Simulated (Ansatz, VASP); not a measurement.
**One calculation of Zr3S2, two programs**

```xyz
5
Lattice="4.9838 0.0000 0.0000 -2.4919 4.3161 0.0000 0.0000 0.0000 4.8677" Properties=species:S:1:pos:R:3 pbc="T T T"
Zr    0.0000    2.8774    2.4338
Zr    2.4919    1.4387    2.4338
Zr    0.0000    0.0000    0.0000
S     0.0000    2.8774    0.0000
S     2.4919    1.4387    0.0000
```

Alike in both runs: task relaxation of cell and atoms; functional PBE; k mesh 12 × 12 × 8; occupations gaussian, width 0.1 eV; no spin polarisation.

|  | VASP | Ansatz |
| --- | --- | --- |
| version | VASP 6.6.1 | Ansatz 0.2.0 |
| potentials or method | VASP PAW PBE potentials, release 64 (Zr_sv, S), cutoff 600 eV | scalar-relativistic, plane waves, PAW |
| valence electrons in the cell | 48 | 48 |

```csv
,VASP,Ansatz,Ansatz less VASP
"gap on the k mesh at the Fermi level, each at its own relaxed structure (eV)",none,none,-
relaxed volume (Å³/atom),20.97,20.95,-0.020
relaxed length of the cell vector where the two differ most in proportion (Å),4.990,4.988,-0.0019
```

A gap of «none» marks a metal or a gap that the smearing closes.
